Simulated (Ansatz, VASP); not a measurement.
One calculation of KIr3, two programs

File INCAR:

```
SYSTEM = KIr3
PREC = Accurate ; ENCUT = 600
EDIFF = 1E-7 ; ISMEAR = 0
SIGMA = 0.1 ; LREAL = .FALSE.
LASPH = .TRUE. ; NELM = 80
ALGO = Fast ; ISIF = 3
LWAVE = .FALSE. ; LCHARG = .FALSE.
GGA = PE ; IBRION = 2
NSW = 100 ; EDIFFG = -0.01
```

Contents of KPOINTS:

```
regular mesh
0
G
  12 12 12
  0 0 0
```

POSCAR

```
KIr3
1.0
    4.0715220971      0.0000000000      0.0000000000
    0.0000000000      4.0715220971      0.0000000000
    0.0000000000      0.0000000000      4.0715220971
K Ir
1 3
Direct
    0.0000000000      0.0000000000      0.0000000000
    0.0000000000      0.5000000000      0.5000000000
    0.5000000000      0.0000000000      0.5000000000
    0.5000000000      0.5000000000      0.0000000000
```

Input for Ansatz:

```yaml
crystal:
  lattice:
    - [4.0715220971, 0.0, 0.0]
    - [0.0, 4.0715220971, 0.0]
    - [0.0, 0.0, 4.0715220971]
  atoms:
    - { symbol: K, position: [0.0, 0.0, 0.0] }
    - { symbol: Ir, position: [0.0, 0.5, 0.5] }
    - { symbol: Ir, position: [0.5, 0.0, 0.5] }
    - { symbol: Ir, position: [0.5, 0.5, 0.0] }
basis:
  ecutwfc: 420
kpoints:
  mp_grid: { grid: [12, 12, 12] }
hamiltonian:
  xc: pbe
scf:
  occupations: { method: gaussian, width: 0.1 }
output:
  forces: true
  stress: true
  eigenvalues: true
relax:
  adjacent_minimum: "off"
  f_tol: 0.01
  max_steps: 80
  cell: { stress_tol: 0.05 }
```

Alike in both runs: task relaxation of cell and atoms; functional PBE; k mesh 12 × 12 × 12; occupations gaussian, width 0.1 eV; no spin polarisation.

```csv
,VASP,Ansatz
version,VASP 6.6.1,Ansatz 0.2.0
potentials or method,"VASP PAW PBE potentials, release 64 (K_sv, Ir), cutoff 600 eV","scalar-relativistic, plane waves, PAW"
valence electrons in the cell,36,60
```

|  | VASP | Ansatz | Ansatz less VASP |
| --- | --- | --- | --- |
| gap on the k mesh at the Fermi level, each at its own relaxed structure (eV) | none | none | - |
| relaxed volume (Å³/atom) | 16.92 | 16.83 | -0.083 |
| relaxed cell length with the largest relative difference (Å) | 4.075 | 4.068 | -0.0067 |

A gap of «none» marks a metal or a gap that the smearing closes. VASP's potentials hold 36 valence electrons a cell and Ansatz's 60, so a difference there can come from the potentials and not from the codes.

Spin-orbit coupling is off throughout.
